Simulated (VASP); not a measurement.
Crystal: Pt.

```
CELL_PARAMETERS angstrom
2.66707 0.00000 0.00000
-1.33353 2.30975 0.00000
0.00000 0.00000 4.60532
ATOMIC_POSITIONS crystal
Pt 0.66667 0.33333 0.75000
Pt 0.33333 0.66667 0.25000
```

This isn't the form of Pt at room conditions, which is fcc.

Base run:

```yaml
Program: VASP 6.6.1
Functional: LDA
Potentials_or_basis: VASP PAW LDA potentials, release 64 (Pt_sv_GW)
Cutoff: 570 eV
k_mesh: 21 × 21 × 10
Occupations: gaussian, width 0.15 eV
Spin: collinear spin
Starting_moments: "[0.15, 0.15] μB"
Fixed_moment: 0.3 μB
```

Its results: pressure 15.6 GPa; site moments Pt +0.16 μB.

Question: The run is repeated on the same cell with these changes: fixed moment from 0.3 μB to 0.9 μB; moments at the start from [0.15, 0.15] to [0.45, 0.45]. What comes out?

Answer: Pressure 16.7 GPa; site moments Pt +0.48 μB.

Caveats: the total moment is fixed, so each spin has its own Fermi level and the state may be an excited one; the cell stands under pressure (at least some runs); the stress differs along the axes, from 12 to 19 GPa (at least some runs).
